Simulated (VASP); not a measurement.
# I (Cmce) in VASP: further runs

The runs below take I through single point, with LDA.

Everything below comes from runs of VASP 6.6.1. Logs are shortened: lines on timing, memory, paths and dates and some standing lists are left out, and cuts for length are marked.

### 1 The cell of the first run

It takes space group Cmce (No. 64, orthorhombic). Conventional cell: a = 7.177 Å, b = 4.283 Å, c = 9.627 Å, α = 90.00°, β = 90.00°, γ = 90.00°. Within 3.7 Å of I (site symmetry m) lie 4 I at 2.80 to 3.66 Å.

### 2 Single point, LDA

INCAR

```
ALGO = Normal
EDIFF = 1E-6
ENCUT = 520
GGA = CA
ISIF = 2
ISMEAR = -1
LASPH = T
LCHARG = F
LREAL = F
LWAVE = F
NBANDS = 22
NELM = 60
PREC = Accurate
SIGMA = 0.05
```

KPOINTS

```
k-points
0
Gamma
  5 5 2
```

POSCAR

```
I
1.0
    3.5886574856     -2.1413150345      0.0000000000
    3.5886574856      2.1413150345      0.0000000000
    0.0000000000      0.0000000000      9.6272130475
I
4
Direct
    0.8254265040      0.1745734960      0.1231842588
    0.6745734960      0.3254265040      0.6231842588
    0.1745734960      0.8254265040      0.8768157412
    0.3254265040      0.6745734960      0.3768157412
```

Potentials or basis: VASP PAW LDA potentials, release 64 (I).

On the command line:

```
$ cat potpaw_LDA.64/I/POTCAR > POTCAR
$ mpirun -np 1 vasp_std > vasp.out
```

OUTCAR:

```text
EDIFF = 1E-6
   ENCUT = 520
   GGA = CA
   ISIF = 2
   ISMEAR = -1
   LASPH = T
   LREAL = F
   NELM = 60
   PREC = Accurate

 ion  position               nearest neighbor table
   1  0.825  0.175  0.123-   3 2.80   4 3.25   4 3.25
   2  0.675  0.325  0.623-   4 2.80   3 3.25   3 3.25
   3  0.175  0.825  0.877-   1 2.80   2 3.25   2 3.25
   4  0.325  0.675  0.377-   2 2.80   1 3.25   1 3.25

  LATTYP: Found a base centered orthorhombic cell.
 ALAT       =     4.2826300690
 B/A-ratio  =     1.6759128983
 C/A-ratio  =     2.2479674621

  Lattice vectors:

 A1 = (  -3.5886574856,  -2.1413150345,   0.0000000000)
 A2 = (   3.5886574856,  -2.1413150345,   0.0000000000)
 A3 = (   0.0000000000,   0.0000000000,   9.6272130475)

Analysis of symmetry for initial positions (statically):
=====================================================================
 Subroutine PRICEL returns:
 Original cell was already a primitive cell.

 Routine SETGRP: Setting up the symmetry group for a
 base centered orthorhombic supercell.

 Subroutine GETGRP returns: Found  8 space group operations
 (whereof  4 operations were pure point group operations)
 out of a pool of  8 trial point group operations.

The static configuration has the point symmetry C_2h.
 The point group associated with its full space group is D_2h.

Analysis of symmetry for dynamics (positions and initial velocities):
=====================================================================
 Subroutine PRICEL returns:
 Original cell was already a primitive cell.

 Routine SETGRP: Setting up the symmetry group for a
 base centered orthorhombic supercell.

 Subroutine GETGRP returns: Found  8 space group operations
 (whereof  4 operations were pure point group operations)
 out of a pool of  8 trial point group operations.

The dynamic configuration has the point symmetry C_2h.
 The point group associated with its full space group is D_2h.

 Subroutine INISYM returns: Found  8 space group operations
 (whereof  4 operations are pure point group operations),
 and found     1 'primitive' translations

----------------------------------------------------------------------------------------

                                     Primitive cell

  volume of cell :     147.9596
[... 80 lines left out ...]
   ISPIN  =      1    spin polarized calculation?
   LNONCOLLINEAR =      F non collinear calculations
   LSORBIT =      F    spin-orbit coupling
   LASPH  =      T    aspherical Exc in radial PAW
   ENCUT  =  520.0 eV  38.22 Ry    6.18 a.u.   7.77  7.77 17.90*2*pi/ulx,y,z
   NELM   =     60;   NELMIN=  2; NELMDL= -5     # of ELM steps
   EDIFF  = 0.1E-05   stopping-criterion for ELM
   LREAL  =      F    real-space projection
   EDIFFG = 0.1E-04   stopping-criterion for IOM
   NSW    =      0    number of steps for IOM
   IBRION =     -1    ionic relax: 0-MD 1-quasi-New 2-CG
   NFREE  =      0    steps in history (QN), initial steepest desc. (CG)
   ISIF   =      2    stress and relaxation
   ISYM   =      2    0-nonsym 1-usesym 2-fastsym
   POTIM  = 0.5000    time-step for ionic-motion
   TEBEG  =    0.0;   TEEND  =   0.0 temperature during run
   PSTRESS=    0.0 pullay stress
   NELECT =      28.0000    total number of electrons
   NUPDOWN=      -1.0000    fix difference up-down
   EMIN   =  10.00;   EMAX   =-10.00  energy-range for DOS
   EFERMI =   0.00;   METHOD = LEGACY
   ISMEAR =    -1;   SIGMA  =   0.05  broadening in eV -4-tet -1-fermi 0-gaus
   EFERMI_NEDOS =   21; number of points for ismear=-14 and -15
   IALGO  =     38    algorithm
   IMIX   =      4    mixing-type and parameters
     AMIX     =   0.40;   BMIX     =  1.00
     AMIX_MAG =   1.60;   BMIX_MAG =  1.00
  volume/ion in A,a.u.               =      36.99       249.62
  Fermi-wavevector in a.u.,A,eV,Ry     =   0.939896  1.776146 12.019447  0.883404
  Thomas-Fermi vector in A             =   2.067254
   LORBIT       =      0    0 simple, 1 ext, 2 COOP (PROOUT), +10 PAW based schemes
   GGA     = CA    functional components
   LHFCALC =     F    Hartree Fock is set to
   AEXX    =    0.0000 exact exchange contribution
   IVDW    =     0    specifies the selected vdW correction
   LEPSILON=     F    determine dielectric tensor
   LRPA    =     F    only Hartree local field effects (RPA)
 non-spin polarized calculation
  energy-cutoff  :      520.00
  volume of cell :      147.96
 maximum number of plane-waves:      4000
   NGX = 15   NGY = 15   NGZ = 35

 number of electron      28.0000000 magnetization

 Free energy of the ion-electron system (eV)
  ---------------------------------------------------
  ext. energy  EPLUGINS =         0.00000000
  ---------------------------------------------------
  free energy    TOTEN  =        -8.08999127 eV

  energy without entropy =       -8.08995968  energy(sigma->0) =       -8.08997548

 E-fermi :   4.3806     XC(G=0):  -9.0078

 val. band max:        4.0214658837   @ k =   0.0000   0.0000   0.0000
 cond. band min:       4.8032968157   @ k =   0.4000   0.4000   0.0000
 fundamental gap:      0.7818309320
 Fermi energy:         4.3805803338

 k-point     1 :       0.0000    0.0000    0.0000
  band No.  band energies     occupation
      1     -10.1209      2.00000
      2      -9.1823      2.00000
      3      -8.5655      2.00000
      4      -6.8633      2.00000
      5      -1.1326      2.00000
      6       0.8984      2.00000
[... 439 lines left out ...]
     21      11.3840      0.00000
     22      11.3840      0.00000

------------------------ aborting loop because EDIFF is reached ----------------------------------------

  FORCE on cell =-STRESS in cart. coord.  units (eV):
  Direction    XX          YY          ZZ          XY          YZ          ZX
  --------------------------------------------------------------------------------------
  -------------------------------------------------------------------------------------
  Total       -0.0152705     -0.0247338      0.0163136      0.0000000      0.0000000      0.0000000
  in kB       -0.1653558     -0.2678297      0.1766520      0.0000000      0.0000000      0.0000000
  external PRESSURE =      -0.0855112 kB  Pullay stress =       0.0000000 kB

 VOLUME and BASIS-vectors are now :
 -----------------------------------------------------------------------------
  energy-cutoff  :      520.00
  volume of cell :      147.96
      direct lattice vectors                 reciprocal lattice vectors
     3.588657486 -2.141315034  0.000000000     0.139327869 -0.233501373  0.000000000
     3.588657486  2.141315034  0.000000000     0.139327869  0.233501373  0.000000000
     0.000000000  0.000000000  9.627213047     0.000000000  0.000000000  0.103872221

 POSITION                                       TOTAL-FORCE (eV/Angst)
 -----------------------------------------------------------------------------------
      3.58866     -1.39368      1.18592         0.000000     -0.004009     -0.006146
      3.58866     -0.74763      5.99953         0.000000      0.004009     -0.006146
      3.58866      1.39368      8.44129         0.000000      0.004009      0.006146
      3.58866      0.74763      3.62769         0.000000     -0.004009      0.006146
 -----------------------------------------------------------------------------------
    total drift:                                0.000000     -0.000000     -0.000000

  FREE ENERGIE OF THE ION-ELECTRON SYSTEM (eV)
  ---------------------------------------------------
  free  energy   TOTEN  =        -8.0899912659 eV

  energy  without entropy=       -8.0899596842  energy(sigma->0) =       -8.08997548
```

stdout:

```text
POSCAR found type information on POSCAR I
 POSCAR found :  1 types and       4 ions
 scaLAPACK will be used
 LDA part: xc-table for (Slater(with rela. corr.)+CA(PZ))
 , standard interpolation
 POSCAR, INCAR and KPOINTS ok, starting setup
 FFT: planning ... GRIDC
 FFT: planning ... GRID_SOFT
 FFT: planning ... GRID
 WAVECAR not read
 entering main loop
```

It took 31 s on 1 thread of Intel Xeon Platinum 8488C (Sapphire Rapids), shared host; peak memory 0.21 GiB.

Results:

- Free energy: -8.0900 eV
- Pressure: 0.0 GPa
- Largest force: 0.007 eV/Å
- Band gap on the k mesh: 0.78 eV, indirect (least direct gap 1.02 eV)

Forces on the atoms (eV/Å):
```
I    0.000 -0.004 -0.006
I    0.000  0.004 -0.006
I    0.000  0.004  0.006
I    0.000 -0.004  0.006
```

Caveat: spin-orbit coupling is left out, which moves the levels of the heavy elements. A k mesh can miss the band edges.

### 3 Single point, LDA

INCAR

```
SYSTEM = I
  PREC = Accurate
  ENCUT = 520
  EDIFF = 1E-7
  ISMEAR = -1
  SIGMA = 0.05
  LREAL = .False.
  LASPH = .True.
  NELM = 80
  ALGO = Normal
  ISIF = 2
  LWAVE = .False.
  LCHARG = .True.
  GGA = CA
  LELF = .True.
  LVHAR = .True.
  NBANDS = 22
```

KPOINTS

```
regular mesh
0
Gamma
  8 8 3
  0 0 0
```

POSCAR is that of step 2.

Potentials or basis: VASP PAW LDA potentials, release 64 (I).

On the command line:

```
$ cat potpaw_LDA.64/I/POTCAR > POTCAR
$ mpirun -np 1 vasp_std > vasp.out
```

OUTCAR:

```text
SYSTEM = I
   PREC = Accurate
   ENCUT = 520
   EDIFF = 1E-7
   ISMEAR = -1
   LREAL = .False.
   LASPH = .True.
   NELM = 80
   ISIF = 2
   GGA = CA

 ion  position               nearest neighbor table
   1  0.825  0.175  0.123-   3 2.80   4 3.25   4 3.25
   2  0.675  0.325  0.623-   4 2.80   3 3.25   3 3.25
   3  0.175  0.825  0.877-   1 2.80   2 3.25   2 3.25
   4  0.325  0.675  0.377-   2 2.80   1 3.25   1 3.25

  LATTYP: Found a base centered orthorhombic cell.
 ALAT       =     4.2826300690
 B/A-ratio  =     1.6759128983
 C/A-ratio  =     2.2479674621

  Lattice vectors:

 A1 = (  -3.5886574856,  -2.1413150345,   0.0000000000)
 A2 = (   3.5886574856,  -2.1413150345,   0.0000000000)
 A3 = (   0.0000000000,   0.0000000000,   9.6272130475)

Analysis of symmetry for initial positions (statically):
=====================================================================
 Subroutine PRICEL returns:
 Original cell was already a primitive cell.

 Routine SETGRP: Setting up the symmetry group for a
 base centered orthorhombic supercell.

[... 169 lines left out ...]
  energy without entropy =       -8.10106636  energy(sigma->0) =       -8.10110232

 E-fermi :   4.3138     XC(G=0):  -9.0080

 val. band max:        4.0208921636   @ k =   0.0000   0.0000   0.0000
 cond. band min:       4.6508893305   @ k =   0.5000   0.3750   0.0000
 fundamental gap:      0.6299971670
 Fermi energy:         4.3137802632

 k-point     1 :       0.0000    0.0000    0.0000
  band No.  band energies     occupation
      1     -10.1219      2.00000
      2      -9.1830      2.00000
      3      -8.5668      2.00000
      4      -6.8641      2.00000
      5      -1.1335      2.00000
      6       0.8968      2.00000
[... 589 lines left out ...]
     21      10.8330      0.00000
     22      11.2648      0.00000

 [... further k-points ...]

------------------------ aborting loop because EDIFF is reached ----------------------------------------

  FORCE on cell =-STRESS in cart. coord.  units (eV):
  Direction    XX          YY          ZZ          XY          YZ          ZX
  --------------------------------------------------------------------------------------
  -------------------------------------------------------------------------------------
  Total       -0.0340972      0.0688449     -0.1530674      0.0000000      0.0000000      0.0000000
  in kB       -0.3692211      0.7454860     -1.6574868      0.0000000      0.0000000      0.0000000
  external PRESSURE =      -0.4270740 kB  Pullay stress =       0.0000000 kB

 VOLUME and BASIS-vectors are now :
 -----------------------------------------------------------------------------
  energy-cutoff  :      520.00
  volume of cell :      147.96
      direct lattice vectors                 reciprocal lattice vectors
     3.588657486 -2.141315034  0.000000000     0.139327869 -0.233501373  0.000000000
     3.588657486  2.141315034  0.000000000     0.139327869  0.233501373  0.000000000
     0.000000000  0.000000000  9.627213047     0.000000000  0.000000000  0.103872221

 POSITION                                       TOTAL-FORCE (eV/Angst)
 -----------------------------------------------------------------------------------
      3.58866     -1.39368      1.18592         0.000000      0.029184     -0.009920
      3.58866     -0.74763      5.99953         0.000000     -0.029184     -0.009920
      3.58866      1.39368      8.44129         0.000000     -0.029184      0.009920
      3.58866      0.74763      3.62769         0.000000      0.029184      0.009920
 -----------------------------------------------------------------------------------
    total drift:                                0.000000     -0.000000     -0.000000

  FREE ENERGIE OF THE ION-ELECTRON SYSTEM (eV)
  ---------------------------------------------------
  free  energy   TOTEN  =        -8.1011382846 eV

  energy  without entropy=       -8.1010663578  energy(sigma->0) =       -8.10110232
```

It took 61 s on 1 thread of Intel Xeon Platinum 8488C (Sapphire Rapids), shared host; peak memory 0.25 GiB.

Results:

```
Free energy            : -8.1011 eV
Pressure               : 0.0 GPa
Largest force          : 0.031 eV/Å
Band gap on the k mesh : 0.63 eV, indirect (least direct gap 0.99 eV)
```

Forces on the atoms (eV/Å):
```
I    0.000  0.029 -0.010
I    0.000 -0.029 -0.010
I    0.000 -0.029  0.010
I    0.000  0.029  0.010
```

Levels at points of the mesh, in eV from the valence-band top:
| k point | band 12 | band 13 | band 14 | band 15 | band 16 | band 17 |
| --- | --- | --- | --- | --- | --- | --- |
| (0.00, 0.00, 0.00) | -0.94 | -0.47 | 0.00 | 1.01 | 1.98 | 4.38 |
| (0.50, 0.00, 0.00) | -1.79 | -1.03 | -1.03 | 2.15 | 2.15 | 4.72 |
| (0.50, 0.50, 0.00) | -1.79 | -1.28 | -0.77 | 0.76 | 1.62 | 4.15 |

Caveat: spin-orbit coupling is left out, which moves the levels of the heavy elements. A k mesh can miss the band edges.
